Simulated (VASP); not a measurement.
Wanted: the native input for a VASP 6.6.1 run.

```
Task                   : single point
Functional             : PBE
Potentials or basis    : VASP PAW PBE potentials, release 64 (Si, Au)
Cutoff                 : 400 eV
k mesh                 : 1 × 1 × 1, shifted
Occupations            : fermi-dirac, width 0.1362 eV
Spin                   : no spin polarisation
Dipole correction      : no
Further INCAR settings : LREAL = Auto; ALGO = Normal; EDIFF = 1e-06; NBANDS = 108; ISYM = -1
```

The structure of SiAu lies in POSCAR:

```
SiAu
1.0
    7.2996120000      0.0436550000     -0.1792410000
    0.0436550000      7.3311740000      0.2938770000
   -0.1792410000      0.2938770000      7.6787310000
Si Au
12 12
Direct
    0.6866767764      0.3225590664      0.0472288899
    0.4625785163      0.4683828566      0.3168635660
    0.2279875658      0.9788500469      0.2472061079
    0.8402196874      0.3926799565      0.3979287996
    0.5909663217      0.8969856770      0.9263715495
    0.6688122022      0.0481568081      0.6619404156
    0.8595152068      0.9185424812      0.0911983837
    0.2601825538      0.4761355918      0.0698076390
    0.9646986612      0.0466029883      0.4278506444
    0.7355431469      0.7658588837      0.5705622684
    0.7784957271      0.6005181166      0.8660594947
    1.0569294131      0.7575585584      0.6478531477
    0.3474438382      0.7555319373      0.5419962910
    0.9194917227      0.3119241874      0.7949791797
    0.1742681093      0.4727393202      0.5766259786
    0.8977048838      0.6553052602      0.2531937083
    0.0158300203      0.2164790047      0.1278245309
    0.4284493942      0.4904527730      0.8382739164
    0.5963311245      0.4101540122      0.5741270474
    0.4050722864      0.1453751428      0.0032295897
    0.4945631199      0.7762540973      0.2176692689
    0.1640259724      0.7875232938      0.9493602779
    0.1631177517      0.0733278149      0.6846950402
    0.4157360345      0.1557313472      0.4397330863
```

These files were run (other wordings do the same):

INCAR

```
PREC = Accurate
ENCUT = 400
EDIFF = 1E-6
ISMEAR = -1
SIGMA = 0.1362
LREAL = Auto
LASPH = T
NELM = 120
ALGO = Normal
ISIF = 2
LWAVE = F
LCHARG = F
GGA = PE
NBANDS = 108
ISYM = -1
GGA_COMPAT = F
```

KPOINTS

```
explicit points
1
Reciprocal
  0.25000000   0.25000000   0.25000000 1
```

Potentials or basis: VASP PAW PBE potentials, release 64 (Si, Au).

Run with:

```bash
$ cat potpaw_PBE.64/Si/POTCAR potpaw_PBE.64/Au/POTCAR > POTCAR
$ mpirun -np 1 vasp_std > vasp.out
```

It gave:

```yaml
Pressure: 15.8 GPa
Largest_force: 4.498 eV/Å
```

Caveat: the atoms stand as in a frame of molecular dynamics.

Run time: 31 s on 1 thread of Intel(R) Xeon(R) 6975P-C (Granite Rapids), with other jobs on the host, peak memory 0.33 GiB.
